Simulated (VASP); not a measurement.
## Ir12O: relaxation of the atoms with PBE

Ir12O, a slab with vacuum:

```
Ir O
1.0
     5.43058    0.00000    0.00000
     2.71529    4.70302    0.00000
     0.00000    0.00000   15.43405
Ir O
12 1
Direct
  0.16667 0.16667 0.06479
  0.66667 0.16667 0.06479
  0.16667 0.66667 0.06479
  0.66667 0.66667 0.06479
  0.83333 0.33333 0.20844
  0.33333 0.33333 0.20844
  0.83333 0.83333 0.20844
  0.33333 0.83333 0.20844
  0.00000 0.00000 0.35208
  0.50000 0.00000 0.35208
  0.00000 0.50000 0.35208
  0.50000 0.50000 0.35208
  0.16159 0.16035 0.44862
```

```yaml
Program: VASP 6.6.1
Task: relaxation of the atoms
Functional: PBE
Potentials_or_basis: VASP PAW PBE potentials, release 64 (Ir, O)
Cutoff: 520 eV
k_mesh: 4 × 4 × 1
Occupations: gaussian, width 0.05 eV
Spin: no spin polarisation
Dipole_correction: no
Atoms_held_fixed_from_0: "[0, 1, 2, 3]"
Further_INCAR_settings: ALGO = Normal; EDIFF = 1e-07; IBRION = 2; EDIFFG = -0.03; NSW = 80
```

The energy gained by relaxing is 15.7 meV/atom. The ionic steps are 10 and the band gap on the k mesh is zero (bands 57 and 58 overlap by 1.08 eV).

Step by step:
```csv
step,energy change (eV),largest force on free atoms (eV/Å),pressure (GPa)
1,0.0000,1.5071,-2.88
2,-0.1634,0.5595,-2.50
3,-0.1704,0.6017,-2.37
4,-0.1992,0.1962,-2.24
5,-0.1994,0.1443,-2.26
6,-0.2019,0.0825,-2.22
7,-0.2022,0.0849,-2.20
8,-0.2037,0.0462,-2.11
9,-0.2039,0.0605,-2.07
10,-0.2043,0.0230,-2.00
```

Final structure:
```yaml
crystal:
  lattice:
    - [5.43058, 0.00000, 0.00000]
    - [2.71529, 4.70302, 0.00000]
    - [0.00000, 0.00000, 15.43405]
  atoms:
    - { symbol: Ir, position: [0.16667, 0.16667, 0.06479] }
    - { symbol: Ir, position: [0.66667, 0.16667, 0.06479] }
    - { symbol: Ir, position: [0.16667, 0.66667, 0.06479] }
    - { symbol: Ir, position: [0.66667, 0.66667, 0.06479] }
    - { symbol: Ir, position: [0.83199, 0.33337, 0.20536] }
    - { symbol: Ir, position: [0.33358, 0.33349, 0.20534] }
    - { symbol: Ir, position: [0.83290, 0.83279, 0.21364] }
    - { symbol: Ir, position: [0.33344, 0.83192, 0.20536] }
    - { symbol: Ir, position: [0.99850, 0.99834, 0.35337] }
    - { symbol: Ir, position: [0.50119, 0.99829, 0.35337] }
    - { symbol: Ir, position: [0.99845, 0.50103, 0.35337] }
    - { symbol: Ir, position: [0.49939, 0.49925, 0.34811] }
    - { symbol: O, position: [0.16627, 0.16617, 0.44174] }
```

Levels at points of the mesh, in eV from the Fermi level:
```
           k point  band 54  band 55  band 56  band 57  band 58  band 59  band 60  band 61  band 62  band 63
(0.00, 0.00, 0.00)     0.37     0.57     0.58     0.65     0.66     0.76     0.97     1.02     1.02     1.21
(0.50, 0.00, 0.00)    -1.00    -0.79    -0.74    -0.48    -0.42    -0.29    -0.25    -0.15     0.38     0.50
(0.50, 0.50, 0.00)    -1.00    -0.79    -0.73    -0.47    -0.42    -0.29    -0.25    -0.15     0.38     0.50
(0.00, 0.50, 0.00)    -1.00    -0.79    -0.74    -0.48    -0.42    -0.29    -0.25    -0.15     0.38     0.50
```

Wall time 31 min on 4 MPI ranks on AMD EPYC 7R43 64-Core Processor (Zen 3), with other jobs on the host, peak memory 0.57 GiB a rank.

Caveat: there is no dipole correction, which matters where the two faces differ; spin-orbit coupling is left out, which moves the levels of the heavy elements.
